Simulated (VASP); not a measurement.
A run of VASP 6.6.1:

Contents of INCAR:

```
PREC = Accurate ; ENCUT = 520
EDIFF = 1E-6 ; ISMEAR = -1
SIGMA = 0.15 ; LREAL = False
LASPH = True ; NELM = 100
ALGO = Normal ; ISIF = 2
LWAVE = False ; LCHARG = True
GGA = PS ; LELF = True
LVHAR = True ; NBANDS = 30
```

File KPOINTS:

```
Automatic mesh
0
Gamma
  12 12 12
```

File POSCAR:

```
Ni3Ge
1.0
    3.5033140542      0.0000000000      0.0000000000
    0.0000000000      3.5033140542      0.0000000000
    0.0000000000      0.0000000000      3.5033140542
Ni Ge
3 1
Direct
    0.5000000000      0.0000000000      0.5000000000
    0.0000000000      0.5000000000      0.5000000000
    0.5000000000      0.5000000000      0.0000000000
    0.0000000000      0.0000000000      0.0000000000
```

Potentials or basis: VASP PAW PBE potentials, release 64 (Ni, Ge_d).

Run with:

```console
$ cat potpaw_PBE.64/Ni/POTCAR potpaw_PBE.64/Ge_d/POTCAR > POTCAR
$ mpirun -np 1 vasp_std > vasp.out
```

Hardware: 1 thread of AMD EPYC 9R45 96-Core Processor (Zen 5) (shared host).

Question: How long does it take, and how much memory?

Answer: Wall time 52 s on 1 thread of AMD EPYC 9R45 96-Core Processor (Zen 5) (shared host), peak memory 0.19 GiB. Counts: scf iterations 13, k points 84.
